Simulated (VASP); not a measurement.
Write the native input for VASP 6.6.1 that does the following.

* Task: single point
* Functional: LDA
* Potentials or basis: VASP PAW LDA potentials, release 64 (Sn_d, O)
* Cutoff: 520 eV
* k mesh: 6 × 6 × 8
* Occupations: gaussian, width 0.05 eV
* Spin: no spin polarisation
* Dipole correction: no
* Further INCAR settings: ALGO = Normal; EDIFF = 1e-06; NBANDS = 35

The structure of SnO2 lies in POSCAR:

```
SnO2
1.0
    4.7201335214      0.0000000000      0.0000000000
    0.0000000000      4.7206343117      0.0000000000
    0.0000000000      0.0000000000      3.1888226872
Sn O
2 4
Direct
    0.5000000000      0.5000000000      0.5000000000
    0.0000000000      0.0000000000      0.0000000000
    0.3059920358      0.3061675029      0.0000000000
    0.8059920358      0.1938324971      0.5000000000
    0.1940079642      0.8061675029      0.5000000000
    0.6940079642      0.6938324971      0.0000000000
```

One way to write it, as run:

INCAR

```
PREC = Accurate
ENCUT = 520
EDIFF = 1E-6
ISMEAR = 0
SIGMA = 0.05
LREAL = F
LASPH = T
NELM = 80
ALGO = Normal
ISIF = 2
LWAVE = F
LCHARG = F
NBANDS = 35
```

KPOINTS

```
Automatic mesh
0
Gamma
  6 6 8
```

Potentials or basis: VASP PAW LDA potentials, release 64 (Sn_d, O).

Command:

```console
$ cat potpaw_LDA.64/Sn_d/POTCAR potpaw_LDA.64/O/POTCAR > POTCAR
$ mpirun -np 1 vasp_std > vasp.out
```

It gave:

```yaml
Pressure: 1.4 GPa
Largest_force: 0.028 eV/Å
Band_gap_on_the_k_mesh: 1.21 eV
```

Caveat: spin-orbit coupling is left out, which moves the levels of the heavy elements.

Wall time 2.9 min on 1 thread of Intel Xeon 8259CL, on a shared host, peak memory 0.26 GiB.
